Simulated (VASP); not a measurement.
# RbBr (Fm-3m) in VASP: single point with PBE

Aim: the single point of RbBr with PBE.

Program: VASP 6.6.1. These are calculated values, not measurements. Logs are shortened: lines on timing, memory, paths and dates and some standing lists are left out, and cuts for length are marked.

## (1) The cell of the first run

Symmetry: Fm-3m, No. 225, cubic system. The conventional cell has a = 6.855 Å, b = 6.855 Å, c = 6.855 Å, α = 90.00°, β = 90.00°, γ = 90.00°. Within 4.5 Å of Rb (site symmetry m-3m) lie 6 Br at 3.43 Å. Br (site symmetry m-3m) has 6 Rb at 3.43 Å within 4.5 Å.

## (2) Single point, PBE

File INCAR:

```
ALGO = Normal
EDIFF = 1E-7
ENCUT = 520
GGA = PE
ISIF = 2
ISMEAR = 0
LASPH = True
LCHARG = False
LREAL = False
LWAVE = False
NBANDS = 15
NELM = 80
PREC = Accurate
SIGMA = 0.05
```

File KPOINTS:

```
k-points
0
Gamma
  6 6 6
```

File POSCAR:

```
RbBr
1.0
    0.0000000000      3.4275000000      3.4275000000
    3.4275000000      0.0000000000      3.4275000000
    3.4275000000      3.4275000000      0.0000000000
Rb Br
1 1
Direct
    0.0000000000      0.0000000000      0.0000000000
    0.5000000000      0.5000000000      0.5000000000
```

Potentials or basis: VASP PAW PBE potentials, release 64 (Rb_sv, Br).

Run with:

```console
$ cat potpaw_PBE.64/Rb_sv/POTCAR potpaw_PBE.64/Br/POTCAR > POTCAR
$ mpirun -np 1 vasp_std > vasp.out
```

OUTCAR:

```text
EDIFF = 1E-7
   ENCUT = 520
   GGA = PE
   ISIF = 2
   ISMEAR = 0
   LASPH = True
   LREAL = False
   NELM = 80
   PREC = Accurate

 ion  position               nearest neighbor table
   1  0.000  0.000  0.000-   2 3.43   2 3.43   2 3.43   2 3.43   2 3.43   2 3.43
   2  0.500  0.500  0.500-   1 3.43   1 3.43   1 3.43   1 3.43   1 3.43   1 3.43

  LATTYP: Found a face centered cubic cell.
 ALAT       =     6.8550000000

  Lattice vectors:

 A1 = (   0.0000000000,   3.4275000000,   3.4275000000)
 A2 = (   3.4275000000,   0.0000000000,   3.4275000000)
 A3 = (   3.4275000000,   3.4275000000,   0.0000000000)

Analysis of symmetry for initial positions (statically):
=====================================================================
 Subroutine PRICEL returns:
 Original cell was already a primitive cell.

 Routine SETGRP: Setting up the symmetry group for a
 face centered cubic supercell.

 Subroutine GETGRP returns: Found 48 space group operations
 (whereof 48 operations were pure point group operations)
 out of a pool of 48 trial point group operations.

The static configuration has the point symmetry O_h .

Analysis of symmetry for dynamics (positions and initial velocities):
=====================================================================
 Subroutine PRICEL returns:
 Original cell was already a primitive cell.

 Routine SETGRP: Setting up the symmetry group for a
 face centered cubic supercell.

 Subroutine GETGRP returns: Found 48 space group operations
 (whereof 48 operations were pure point group operations)
 out of a pool of 48 trial point group operations.

The dynamic configuration has the point symmetry O_h .

 Subroutine INISYM returns: Found 48 space group operations
 (whereof 48 operations are pure point group operations),
 and found     1 'primitive' translations

----------------------------------------------------------------------------------------

                                     Primitive cell

  volume of cell :      80.5309

  direct lattice vectors                    reciprocal lattice vectors
     0.000000000  3.427500000  3.427500000    -0.145878920  0.145878920  0.145878920
     3.427500000  0.000000000  3.427500000     0.145878920 -0.145878920  0.145878920
     3.427500000  3.427500000  0.000000000     0.145878920  0.145878920 -0.145878920

  length of vectors
     4.847216985  4.847216985  4.847216985     0.252669702  0.252669702  0.252669702

  position of ions in fractional coordinates (direct lattice)
     0.000000000  0.000000000  0.000000000
     0.500000000  0.500000000  0.500000000

  ion indices of the primitive-cell ions
   primitive index   ion index
                 1           1
                 2           2

----------------------------------------------------------------------------------------

 KPOINTS: k-points

Automatic generation of k-mesh.
 Grid dimensions read from file:
 generate k-points for:    6    6    6

 Generating k-lattice:

  Cartesian coordinates                     Fractional coordinates (reciprocal lattice)
    -0.024313153  0.024313153  0.024313153     0.166666667  0.000000000  0.000000000
     0.024313153 -0.024313153  0.024313153     0.000000000  0.166666667  0.000000000
     0.024313153  0.024313153 -0.024313153     0.000000000  0.000000000  0.166666667

  Length of vectors
     0.042111617  0.042111617  0.042111617

  Shift w.r.t. Gamma in fractional coordinates (k-lattice)
     0.000000000  0.000000000  0.000000000

 Subroutine IBZKPT returns following result:
 ===========================================

 Found     16 irreducible k-points:

 Following reciprocal coordinates:
            Coordinates               Weight
  0.000000  0.000000  0.000000      1.000000
  0.166667  0.000000  0.000000      8.000000
  0.333333  0.000000  0.000000      8.000000
  0.500000  0.000000  0.000000      4.000000
  0.166667  0.166667  0.000000      6.000000
  0.333333  0.166667  0.000000     24.000000
[... 8 lines left out ...]
 -0.333333  0.333333  0.166667     24.000000
 -0.333333  0.500000  0.166667     12.000000
   k-points           NKPTS =     16   k-points in BZ     NKDIM =     16   number of bands    NBANDS=     15
   number of dos      NEDOS =    301   number of ions     NIONS =      2
   total plane-waves  NPLWV =  46656
   dimension x,y,z NGX =    36 NGY =   36 NGZ =   36
   dimension x,y,z NGXF=    72 NGYF=   72 NGZF=   72
   ions per type =               1   1
   NGX,Y,Z   is equivalent  to a cutoff of  12.35, 12.35, 12.35 a.u.
   NGXF,Y,Z  is equivalent  to a cutoff of  24.69, 24.69, 24.69 a.u.
 SYSTEM =  unknown system
   PREC   = accura    normal or accurate (medium, high low for compatibility)
   ISTART =      0    job   : 0-new  1-cont  2-samecut
   ICHARG =      2    charge: 1-file 2-atom 10-const
   ISPIN  =      1    spin polarized calculation?
   LNONCOLLINEAR =      F non collinear calculations
   LSORBIT =      F    spin-orbit coupling
   LASPH  =      T    aspherical Exc in radial PAW
   ENCUT  =  520.0 eV  38.22 Ry    6.18 a.u.   9.01  9.01  9.01*2*pi/ulx,y,z
   NELM   =     80;   NELMIN=  2; NELMDL= -5     # of ELM steps
   EDIFF  = 0.1E-06   stopping-criterion for ELM
   LREAL  =      F    real-space projection
   EDIFFG = 0.1E-05   stopping-criterion for IOM
   NSW    =      0    number of steps for IOM
   IBRION =     -1    ionic relax: 0-MD 1-quasi-New 2-CG
   NFREE  =      0    steps in history (QN), initial steepest desc. (CG)
   ISIF   =      2    stress and relaxation
   ISYM   =      2    0-nonsym 1-usesym 2-fastsym
   POTIM  = 0.5000    time-step for ionic-motion
   TEBEG  =    0.0;   TEEND  =   0.0 temperature during run
   PSTRESS=    0.0 pullay stress
   NELECT =      16.0000    total number of electrons
   NUPDOWN=      -1.0000    fix difference up-down
   EMIN   =  10.00;   EMAX   =-10.00  energy-range for DOS
   EFERMI =   0.00;   METHOD = LEGACY
   ISMEAR =     0;   SIGMA  =   0.05  broadening in eV -4-tet -1-fermi 0-gaus
   EFERMI_NEDOS =   21; number of points for ismear=-14 and -15
   IALGO  =     38    algorithm
   IMIX   =      4    mixing-type and parameters
     AMIX     =   0.40;   BMIX     =  1.00
     AMIX_MAG =   1.60;   BMIX_MAG =  1.00
  volume/ion in A,a.u.               =      40.27       271.72
  Fermi-wavevector in a.u.,A,eV,Ry     =   0.955273  1.805204 12.415941  0.912546
  Thomas-Fermi vector in A             =   2.084095
   LORBIT       =      0    0 simple, 1 ext, 2 COOP (PROOUT), +10 PAW based schemes
   GGA     = PE    functional components
   LHFCALC =     F    Hartree Fock is set to
   AEXX    =    0.0000 exact exchange contribution
   IVDW    =     0    specifies the selected vdW correction
   LEPSILON=     F    determine dielectric tensor
   LRPA    =     F    only Hartree local field effects (RPA)
 non-spin polarized calculation
 Gauss-broadening in eV      SIGMA  =   0.05
  energy-cutoff  :      520.00
  volume of cell :       80.53
 maximum number of plane-waves:      2200
   NGX = 17   NGY = 17   NGZ = 17

 number of electron      15.9999999 magnetization

 Free energy of the ion-electron system (eV)
  ---------------------------------------------------
  ext. energy  EPLUGINS =         0.00000000
  ---------------------------------------------------
  free energy    TOTEN  =        -6.09756376 eV

  energy without entropy =       -6.09756376  energy(sigma->0) =       -6.09756376

 E-fermi :  -1.5084     XC(G=0):  -7.2318

 val. band max:       -1.7540459079   @ k =   0.0000   0.0000   0.0000
 cond. band min:       2.6074142636   @ k =   0.0000   0.0000   0.0000
 fundamental gap:      4.3614601716
 Fermi energy:        -1.5083932426

 k-point     1 :       0.0000    0.0000    0.0000
  band No.  band energies     occupation
      1     -26.1689      2.00000
      2     -13.9347      2.00000
      3     -10.2457      2.00000
      4     -10.2457      2.00000
      5     -10.2457      2.00000
      6      -1.7540      2.00000
      7      -1.7540      2.00000
      8      -1.7540      2.00000
      9       2.6074      0.00000
     10       5.5255      0.00000
     11       5.5255      0.00000
     12       5.5255      0.00000
     13       6.4135      0.00000
     14       6.4135      0.00000
     15       9.2387      0.00000

 k-point     2 :       0.1667    0.0000    0.0000
  band No.  band energies     occupation
      1     -26.1666      2.00000
      2     -13.9454      2.00000
      3     -10.2477      2.00000
      4     -10.2477      2.00000
      5     -10.2337      2.00000
      6      -2.0580      2.00000
      7      -1.8489      2.00000
      8      -1.8489      2.00000
      9       3.2472      0.00000
     10       5.3936      0.00000
     11       5.8539      0.00000
     12       5.8539      0.00000
     13       6.8204      0.00000
     14       6.8204      0.00000
     15      10.2316      0.00000

 k-point     3 :       0.3333    0.0000    0.0000
  band No.  band energies     occupation
      1     -26.1618      2.00000
      2     -13.9666      2.00000
      3     -10.2514      2.00000
      4     -10.2514      2.00000
      5     -10.2099      2.00000
      6      -2.5399      2.00000
      7      -2.0262      2.00000
      8      -2.0262      2.00000
      9       4.4945      0.00000
     10       5.5503      0.00000
     11       6.7683      0.00000
     12       6.7683      0.00000
     13       7.8378      0.00000
     14       7.8378      0.00000
     15       9.8288      0.00000

 k-point     4 :       0.5000    0.0000    0.0000
  band No.  band energies     occupation
      1     -26.1595      2.00000
      2     -13.9772      2.00000
      3     -10.2533      2.00000
      4     -10.2533      2.00000
      5     -10.1980      2.00000
      6      -2.7427      2.00000
      7      -2.1095      2.00000
      8      -2.1095      2.00000
      9       5.0591      0.00000
     10       5.9619      0.00000
     11       7.7333      0.00000
     12       7.7333      0.00000
     13       8.4100      0.00000
     14       8.4100      0.00000
     15       9.1391      0.00000
[... 163 lines left out ...]
 k-point    14 :       0.5000    0.3333    0.1667
  band No.  band energies     occupation
      1     -26.1589      2.00000
      2     -13.9333      2.00000
      3     -10.3246      2.00000
      4     -10.3008      2.00000
      5     -10.2391      2.00000
      6      -2.4366      2.00000
      7      -2.0700      2.00000
      8      -1.9815      2.00000
      9       4.7962      0.00000
     10       5.1218      0.00000
     11       7.0636      0.00000
     12       7.7060      0.00000
     13       7.8379      0.00000
     14       8.1511      0.00000
     15       9.1813      0.00000

 k-point    15 :      -0.3333    0.3333    0.1667
  band No.  band energies     occupation
      1     -26.1574      2.00000
      2     -13.9263      2.00000
      3     -10.3435      2.00000
      4     -10.3351      2.00000
      5     -10.2275      2.00000
      6      -2.3963      2.00000
      7      -2.1044      2.00000
      8      -2.0819      2.00000
      9       5.2788      0.00000
     10       5.4936      0.00000
     11       6.7955      0.00000
     12       7.0477      0.00000
     13       8.4538      0.00000
     14       9.1542      0.00000
     15       9.2180      0.00000

 k-point    16 :      -0.3333    0.5000    0.1667
  band No.  band energies     occupation
      1     -26.1567      2.00000
      2     -13.9019      2.00000
      3     -10.4003      2.00000
      4     -10.3452      2.00000
      5     -10.2500      2.00000
      6      -2.1715      2.00000
      7      -2.1669      2.00000
      8      -2.0177      2.00000
      9       4.5569      0.00000
     10       6.1123      0.00000
     11       6.2314      0.00000
     12       7.1876      0.00000
     13       8.2329      0.00000
     14       9.1077      0.00000
     15       9.5917      0.00000

------------------------ aborting loop because EDIFF is reached ----------------------------------------

  FORCE on cell =-STRESS in cart. coord.  units (eV):
  Direction    XX          YY          ZZ          XY          YZ          ZX
  --------------------------------------------------------------------------------------
  -------------------------------------------------------------------------------------
  Total        0.5143029      0.5143029      0.5143029      0.0000000     -0.0000000     -0.0000000
  in kB       10.2321557     10.2321557     10.2321557      0.0000000     -0.0000000     -0.0000000
  external PRESSURE =      10.2321557 kB  Pullay stress =       0.0000000 kB

 VOLUME and BASIS-vectors are now :
 -----------------------------------------------------------------------------
  energy-cutoff  :      520.00
  volume of cell :       80.53
      direct lattice vectors                 reciprocal lattice vectors
     0.000000000  3.427500000  3.427500000    -0.145878920  0.145878920  0.145878920
     3.427500000  0.000000000  3.427500000     0.145878920 -0.145878920  0.145878920
     3.427500000  3.427500000  0.000000000     0.145878920  0.145878920 -0.145878920

 POSITION                                       TOTAL-FORCE (eV/Angst)
 -----------------------------------------------------------------------------------
      0.00000      0.00000      0.00000         0.000000      0.000000      0.000000
      3.42750      3.42750      3.42750        -0.000000     -0.000000     -0.000000
 -----------------------------------------------------------------------------------
    total drift:                                0.000000      0.000000      0.000000

  FREE ENERGIE OF THE ION-ELECTRON SYSTEM (eV)
  ---------------------------------------------------
  free  energy   TOTEN  =        -6.0975637566 eV

  energy  without entropy=       -6.0975637566  energy(sigma->0) =       -6.09756376
```

It took 12 s on 1 thread of Intel Xeon 6975P-C (Granite Rapids), shared host; peak memory 0.2 GiB.

What came out:

```yaml
Free_energy: -6.0976 eV
Pressure: 1.0 GPa
Band_gap_on_the_k_mesh: 4.36 eV, direct
```

Levels at points of the mesh, in eV from the valence-band top:
```tsv
k point	band 5	band 6	band 7	band 8	band 9	band 10	band 11	band 12
(0.00, 0.00, 0.00)	-8.49	0.00	0.00	0.00	4.36	7.28	7.28	7.28
(0.50, 0.00, 0.00)	-8.44	-0.99	-0.36	-0.36	6.81	7.72	9.49	9.49
(0.50, 0.50, 0.00)	-8.56	-0.47	-0.16	-0.16	5.61	7.13	9.20	9.20
```
